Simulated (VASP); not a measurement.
A run of VASP 6.6.1 is set up as follows.

Contents of INCAR:

```
PREC = Accurate ; ENCUT = 520
EDIFF = 1E-6 ; ISMEAR = -1
SIGMA = 0.05 ; LREAL = False
LASPH = True ; NELM = 80
ALGO = Normal ; ISIF = 2
LWAVE = False ; LCHARG = False
GGA = PS ; NBANDS = 64
```

Contents of KPOINTS:

```
regular mesh
0
Gamma
  10 10 1
```

File POSCAR:

```
WS2
1.0
    3.1458519560      0.0000000000      0.0000000000
   -1.5729259780      2.7243877105      0.0000000000
    0.0000000000      0.0000000000     34.6325778058
W S
4 8
Direct
    0.3333333333      0.6666666667      0.5917331454
    0.3333333333      0.6666666667      0.2249195232
    0.6666666667      0.3333333333      0.7750804768
    0.6666666667      0.3333333333      0.4082668546
    0.3333333333      0.6666666667      0.8203076924
    0.3333333333      0.6666666667      0.4535277397
    0.6666666667      0.3333333333      0.6369951587
    0.6666666667      0.3333333333      0.2701846829
    0.3333333333      0.6666666667      0.7298153171
    0.3333333333      0.6666666667      0.3630048413
    0.6666666667      0.3333333333      0.5464722603
    0.6666666667      0.3333333333      0.1796923076
```

Potentials or basis: VASP PAW PBE potentials, release 64 (W_sv, S).

Run with:

```console
$ cat potpaw_PBE.64/W_sv/POTCAR potpaw_PBE.64/S/POTCAR > POTCAR
$ mpirun -np 1 vasp_std > vasp.out
```

Predict the band gap on the k mesh.

1.34 eV, indirect (least direct gap 2.22 eV).

Predict the largest force.

0.028 eV/Å.

Forces on the atoms (eV/Å):
```
W    0.000  0.000  0.000
W    0.000  0.000  0.002
W    0.000  0.000 -0.002
W    0.000  0.000  0.000
S    0.000  0.000  0.028
S    0.000  0.000  0.025
S    0.000  0.000  0.024
S    0.000  0.000  0.025
S    0.000  0.000 -0.025
S    0.000  0.000 -0.024
S    0.000  0.000 -0.025
S    0.000  0.000 -0.028
```

Caveat: the PAW data sets were made with another functional, which shifts forces and pressure a little; spin-orbit coupling is left out, which moves the levels of the heavy elements.
